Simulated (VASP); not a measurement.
Wanted: the native input for a VASP 6.6.1 run.

* Task: single point
* Functional: PBE
* Potentials or basis: VASP PAW PBE potentials, release 64 (Si, B)
* Cutoff: 520 eV
* k mesh: 6 × 6 × 2
* Occupations: gaussian, width 0.2 eV
* Spin: no spin polarisation
* Dipole correction: no
* Further INCAR settings: ALGO = Normal; EDIFF = 1e-06; NBANDS = 26

The structure of Si7B lies in POSCAR:

```
Si7B
1.0
    3.7014696881      0.0000000000      0.0000000000
    0.0000000000      3.7014696881      0.0000000000
    0.0000000000      0.0000000000     10.6689440067
Si B
7 1
Direct
    1.0000000000      1.0000000000      0.5000000000
    0.0000000000      0.5000000000      0.3656413374
    0.5000000000      1.0000000000      0.6343586626
    1.0000000000      0.5000000000      0.9065196631
    0.5000000000      1.0000000000      0.0934803369
    0.5000000000      0.5000000000      0.7658793828
    0.5000000000      0.5000000000      0.2341206172
    0.0000000000      0.0000000000      0.0000000000
```

One way to write it, as run:

INCAR

```
ALGO = Normal
EDIFF = 1E-6
ENCUT = 520
GGA = PE
ISIF = 2
ISMEAR = 0
LASPH = T
LCHARG = F
LREAL = F
LWAVE = F
NBANDS = 26
NELM = 100
PREC = Accurate
SIGMA = 0.2
```

KPOINTS

```
k-points
0
Gamma
  6 6 2
```

Potentials or basis: VASP PAW PBE potentials, release 64 (Si, B).

Command:

```console
$ cat potpaw_PBE.64/Si/POTCAR potpaw_PBE.64/B/POTCAR > POTCAR
$ mpirun -np 1 vasp_std > vasp.out
```

It gave:

* Pressure: 0.0 GPa
* Largest force: 0.082 eV/Å
* Band gap on the k mesh: zero (an odd number of electrons rules out a gap without spin polarisation)

Wall time 27 s on 1 thread of Intel(R) Xeon(R) 6975P-C (Granite Rapids) (shared host), peak memory 0.25 GiB.
